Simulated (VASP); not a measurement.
PtSe2, 3 atoms in the cell. Symmetry: P-3m1, No. 164, trigonal system. Conventional cell: a = 3.772 Å, b = 3.772 Å, c = 4.822 Å, α = 90.00°, β = 90.00°, γ = 120.00°. Within 3.3 Å of Pt (site symmetry -3m) lie 6 Se at 2.53 Å. Within 3.3 Å of Se (site symmetry 3m) lie 3 Pt at 2.53 Å and 3 Se at 3.14 Å. 

- Program: VASP 6.6.1
- Task: single point
- Functional: PBE
- Dispersion: D3(BJ)
- Potentials or basis: VASP PAW PBE potentials, release 64 (Pt, Se)
- Cutoff: 520 eV
- k mesh: 12 × 12 × 8
- Occupations: gaussian, width 0.15 eV
- Spin: no spin polarisation
- Dipole correction: no
- Further INCAR settings: ALGO = Normal; EDIFF = 1e-06; NBANDS = 18

Potentials or basis: VASP PAW PBE potentials, release 64 (Pt, Se).

Run with:

```console
$ cat potpaw_PBE.64/Pt/POTCAR potpaw_PBE.64/Se/POTCAR > POTCAR
$ mpirun -np 1 vasp_std > vasp.out
```

Hardware: 1 thread of Intel(R) Xeon(R) 6975P-C (Granite Rapids) (shared host).

Question: How long does it take, and how much memory?

Answer: It took 45 s on 1 thread of Intel(R) Xeon(R) 6975P-C (Granite Rapids) (shared host), peak memory 0.28 GiB. Counts: scf iterations 12, k points 131.
